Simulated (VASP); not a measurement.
Write the native input for VASP 6.6.1 that does the following.

```
Task                   : single point
Functional             : PBE
Potentials or basis    : VASP PAW PBE potentials, release 64 (In_d, Bi_d, F)
Cutoff                 : 520 eV
k mesh                 : 6 × 6 × 6
Occupations            : gaussian, width 0.1 eV
Spin                   : no spin polarisation
Dipole correction      : no
Further INCAR settings : ALGO = Normal; EDIFF = 1e-06; NBANDS = 41
```

The structure of InBi2F3 lies in POSCAR:

```
InBi2F3
1.0
    1.6714497695      0.9650119743     12.2694359494
   -1.6714497695      0.9650119743     12.2694359494
    0.0000000000     -1.9300239487     12.2694359494
In Bi F
1 2 3
Direct
    0.5000000000      0.5000000000      0.5000000000
    0.3895670266      0.3895670266      0.3895670266
    0.6104329734      0.6104329734      0.6104329734
    0.0000000000      0.0000000000      0.0000000000
    0.7767258244      0.7767258244      0.7767258244
    0.2232741756      0.2232741756      0.2232741756
```

These files were run (other wordings do the same):

INCAR

```
SYSTEM = InBi2F3
PREC = Accurate
ENCUT = 520
EDIFF = 1E-6
ISMEAR = 0
SIGMA = 0.1
LREAL = .False.
LASPH = .True.
NELM = 60
ALGO = Normal
ISIF = 2
LWAVE = .False.
LCHARG = .True.
GGA = PE
LELF = .True.
LVHAR = .True.
NBANDS = 41
```

KPOINTS

```
Automatic mesh
0
Gamma
  6 6 6
  0 0 0
```

Potentials or basis: VASP PAW PBE potentials, release 64 (In_d, Bi_d, F).

The run is started by

```console
$ cat potpaw_PBE.64/In_d/POTCAR potpaw_PBE.64/Bi_d/POTCAR potpaw_PBE.64/F/POTCAR > POTCAR
$ mpirun -np 1 vasp_std > vasp.out
```

It gave:

```json
{
  "Pressure": "-0.2 GPa",
  "Largest force": "0.020 eV/Å",
  "Band gap on the k mesh": "zero (bands 32 and 33 overlap by 2.04 eV)"
}
```

Caveat: the k points lie up to 0.36 Å⁻¹ apart, too coarse for converged energies and pressures of a metal; spin-orbit coupling is left out, which moves the levels of the heavy elements.

Wall time 26 min on 1 thread of AMD EPYC 9R45 96-Core Processor (Zen 5), with other jobs on the host, peak memory 1.5 GiB.
